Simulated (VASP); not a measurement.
Input of a VASP 6.6.1 run:

The input INCAR:

```
ALGO = Normal
EDIFF = 1E-6
ENCUT = 500
GGA = PE
GGA_COMPAT = False
ISIF = 2
ISMEAR = 1
LASPH = True
LCHARG = True
LELF = True
LREAL = False
LVHAR = True
LWAVE = False
NBANDS = 15
NELM = 120
PREC = Accurate
SIGMA = 0.5
```

Contents of KPOINTS:

```
k-points
0
Gamma
  4 4 4
```

Contents of POSCAR:

```
KBr
1.0
    0.0000000000      3.3022478341      3.3022478341
    3.3022478341      0.0000000000      3.3022478341
    3.3022478341      3.3022478341      0.0000000000
K Br
1 1
Direct
    0.0000000000      0.0000000000      0.0000000000
    0.5000000000      0.5000000000      0.5000000000
```

Potentials or basis: VASP PAW PBE potentials, release 64 (K_sv, Br).

Run with:

```console
$ cat potpaw_PBE.64/K_sv/POTCAR potpaw_PBE.64/Br/POTCAR > POTCAR
$ mpirun -np 1 vasp_std > vasp.out
```

(1) Predict the band gap on the k mesh.

(2) Predict the pressure.

Answers

(1) 4.43 eV, direct.

(2) 0.6 GPa.
